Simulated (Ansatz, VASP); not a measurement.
# One calculation of Rh, two programs

INCAR

```
SYSTEM = Rh
ALGO = Fast
EDIFF = 1E-6
ENCUT = 520
ISIF = 2
ISMEAR = 0
LASPH = .TRUE.
LCHARG = .FALSE.
LREAL = .FALSE.
LWAVE = .FALSE.
NBANDS = 14
NELM = 100
PREC = Accurate
SIGMA = 0.1
```

KPOINTS

```
k-points
0
G
  18 18 18
  0 0 0
```

Contents of POSCAR:

```
Rh
1.0
    0.0000000000      1.9029860900      1.9029860900
    1.9029860900      0.0000000000      1.9029860900
    1.9029860900      1.9029860900      0.0000000000
Rh
1
Direct
    0.0000000000      0.0000000000      0.0000000000
```

Input for Ansatz:

```yaml
crystal:
  lattice:
    - [0.0, 1.90298609, 1.90298609]
    - [1.90298609, 0.0, 1.90298609]
    - [1.90298609, 1.90298609, 0.0]
  atoms:
    - { symbol: Rh, position: [0.0, 0.0, 0.0] }
basis:
  ecutwfc: 420
kpoints:
  mp_grid: { grid: [18, 18, 18] }
hamiltonian:
  xc: lda
  pseudopotentials: { kind: paw, azcp: { folder: soft_1 } }
scf:
  occupations: { method: gaussian, width: 0.1 }
output:
  forces: true
  stress: true
  eigenvalues: true
```

Alike in both runs: task single point; functional LDA; k mesh 18 × 18 × 18; occupations gaussian, width 0.1 eV; no spin polarisation.

|  | VASP | Ansatz |
| --- | --- | --- |
| version | VASP 6.6.1 | Ansatz 0.2.0 |
| potentials or method | VASP PAW LDA potentials, release 64 (Rh_pv), cutoff 520 eV | scalar-relativistic, plane waves, PAW |
| valence electrons in the cell | 15 | 17 |

|  | VASP | Ansatz | Ansatz less VASP |
| --- | --- | --- | --- |
| gap on the k mesh at the Fermi level (eV) | none | none | - |
| pressure (GPa) | -11.0 | -11.8 | -0.80 |

Ansatz warns that its potentials were made for another functional, while VASP's fit it. LDA's correlation is that of Perdew and Zunger in VASP and of Perdew and Wang (1992) in Ansatz. A gap of «none» marks a metal or a gap that the smearing closes. VASP's potentials hold 15 valence electrons a cell and Ansatz's 17, so a difference there can come from the potentials and not from the codes.
